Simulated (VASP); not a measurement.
P, 1 atom in the cell. It takes space group P4/mmm (No. 123, tetragonal). Conventional cell: a = 2.385 Å, b = 2.385 Å, c = 2.581 Å, α = 90.00°, β = 90.00°, γ = 90.00°. P (site symmetry 4/mmm) has 6 P at 2.38 to 2.58 Å within 3.1 Å. The cell was generated, and may not be a known phase.

- Program: VASP 6.6.1
- Task: relaxation of cell and atoms
- Functional: PBE
- Potentials or basis: VASP PAW PBE potentials, release 64 (P)
- Cutoff: 600 eV
- k mesh: 8 × 8 × 6
- Occupations: gaussian, width 0.1 eV
- Spin: no spin polarisation
- Dipole correction: no
- Further INCAR settings: ALGO = Normal; EDIFF = 1e-06; IBRION = 2; EDIFFG = -0.04; NSW = 90; ISIF = 3

Potentials or basis: VASP PAW PBE potentials, release 64 (P).

Launch:

```console
$ cat potpaw_PBE.64/P/POTCAR > POTCAR
$ mpirun -np 1 vasp_std > vasp.out
```

Hardware: 1 thread of AMD EPYC 9R45 96-Core Processor (Zen 5), with other jobs on the host.

Question: Estimate the wall time of this run.

Answer: Wall time 14 s on 1 thread of AMD EPYC 9R45 96-Core Processor (Zen 5) (shared host), peak memory 0.09 GiB. Counts: scf iterations 54, k points 60, ion steps 9.
